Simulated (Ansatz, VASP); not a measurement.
Al3Os: VASP beside Ansatz

The input INCAR:

```
ALGO     = Fast           # electronic algorithm
EDIFF    = 1E-6           # SCF threshold, eV
ENCUT    = 520            # plane-wave cutoff, eV
GGA      = PE             # functional
ISIF     = 2              # what is computed and relaxed
ISMEAR   = 0              # smearing method
LASPH    = True           # aspherical terms in the spheres
LCHARG   = False          # write CHGCAR
LREAL    = False          # projectors in reciprocal space
LWAVE    = False          # write WAVECAR
NBANDS   = 16             # bands
NELM     = 100            # most SCF steps
PREC     = Accurate       # precision mode
SIGMA    = 0.1            # smearing width, eV
```

File KPOINTS:

```
k-points
0
Gamma
  6 6 6
```

File POSCAR:

```
Al3Os
1.0
    3.8355456404      0.0000000000      0.0000000000
    0.0000000000      3.8355456404      0.0000000000
    0.0000000000      0.0000000000      3.7961215846
Al Os
3 1
Direct
    0.0000000000      0.5000000000      0.5000000000
    0.5000000000      0.0000000000      0.5000000000
    0.5000000000      0.5000000000      0.0000000000
    0.0000000000      0.0000000000      0.0000000000
```

Input for Ansatz:

```yaml
crystal:
  lattice:
    - [3.8355456404, 0.0, 0.0]
    - [0.0, 3.8355456404, 0.0]
    - [0.0, 0.0, 3.7961215846]
  atoms:
    - { symbol: Al, position: [0.0, 0.5, 0.5] }
    - { symbol: Al, position: [0.5, 0.0, 0.5] }
    - { symbol: Al, position: [0.5, 0.5, 0.0] }
    - { symbol: Os, position: [0.0, 0.0, 0.0] }
basis:
  ecutwfc: 420
kpoints:
  mp_grid: { grid: [6, 6, 6] }
hamiltonian:
  xc: pbe
scf:
  occupations: { method: gaussian, width: 0.1 }
  lower_state_search: "off"
output:
  forces: true
  stress: true
  eigenvalues: true
```

Alike in both runs: task single point; functional PBE; k mesh 6 × 6 × 6; occupations gaussian, width 0.1 eV; no spin polarisation.

```csv
,VASP,Ansatz
version,VASP 6.6.1,Ansatz 0.2.0
potentials or method,"VASP PAW PBE potentials, release 64 (Al, Os), cutoff 520 eV","scalar-relativistic, plane waves, PAW"
valence electrons in the cell,17,25
```

```tsv
	VASP	Ansatz	Ansatz less VASP
gap on the k mesh at the Fermi level (eV)	none	none	-
pressure (GPa)	6.8	6.7	-0.08
traceless stress, the component that is largest in VASP (GPa)	0.71	0.71	+0.005
```

A gap of «none» marks a metal or a gap that the smearing closes. VASP's potentials hold 17 valence electrons a cell and Ansatz's 25, so a difference there can come from the potentials and not from the codes.

Spin-orbit coupling is off throughout.
